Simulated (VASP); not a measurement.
Write the native input for VASP 6.6.1 that does the following.

* Task: molecular dynamics
* Functional: PBE
* Potentials or basis: VASP PAW PBE potentials, release 64 (Cd, N, O, Rb_sv)
* Cutoff: 520 eV
* k mesh: 3 × 3 × 3
* Occupations: fermi-dirac, width 0.1 eV
* Spin: no spin polarisation
* Dipole correction: no
* Further INCAR settings: ALGO = Normal; EDIFF = 1e-05; NBANDS = 47; ISYM = 0; IBRION = 0; POTIM = 1.0; NSW = 20

The structure of RbCdN3O6 lies in POSCAR:

```
RbCdN3O6
1.0
    5.6135740000     -0.0379950000      0.4671900000
    0.0969270000      5.5088160000      0.1803260000
   -0.1866000000     -0.5329310000      5.7113950000
Cd N O Rb
1 3 6 1
Direct
    0.2787590000      0.1493040000      0.4477430000
    0.9595880000      0.7455190000      0.3806550000
    0.6043270000      0.2145550000      0.1256790000
    0.2016840000      0.8524290000      0.0911040000
    0.5870180000      0.4955560000      0.3783100000
    0.8351640000      0.0965550000      0.3603550000
    0.9640500000      0.1972790000      0.0436720000
    0.1439890000      0.4893830000      0.1646890000
    0.8906910000      0.1823420000      0.6990920000
    0.2250050000      0.5262470000      0.7279910000
    0.7142720000      0.6975980000      0.8861390000
```

These files were run (other wordings do the same):

INCAR

```
SYSTEM = RbCdN3O6
ALGO = Normal ; ANDERSEN_PROB = 0.0
EDIFF = 1E-5 ; ENCUT = 520
GGA = PE ; IBRION = 0
ISIF = 2 ; ISMEAR = -1
ISYM = 0 ; LASPH = .True.
LCHARG = .False. ; LREAL = .False.
LWAVE = .False. ; MDALGO = 1
NBANDS = 47 ; NELM = 100
NELMIN = 4 ; NSW = 20
POTIM = 1.0 ; PREC = Accurate
RANDOM_SEED = 900653 0 0 ; SIGMA = 0.1
TEBEG = 300.0 ; TEEND = 300.0
```

KPOINTS

```
k-points
0
Gamma
  3 3 3
  0 0 0
```

Potentials or basis: VASP PAW PBE potentials, release 64 (Cd, N, O, Rb_sv).

Command:

```sh
$ cat potpaw_PBE.64/Cd/POTCAR potpaw_PBE.64/N/POTCAR potpaw_PBE.64/O/POTCAR potpaw_PBE.64/Rb_sv/POTCAR > POTCAR
$ mpirun -np 1 vasp_std > vasp.out
```

Run time: 15 min on 1 thread of Intel(R) Xeon(R) Platinum 8559C (Emerald Rapids), with other jobs on the host, peak memory 0.46 GiB.
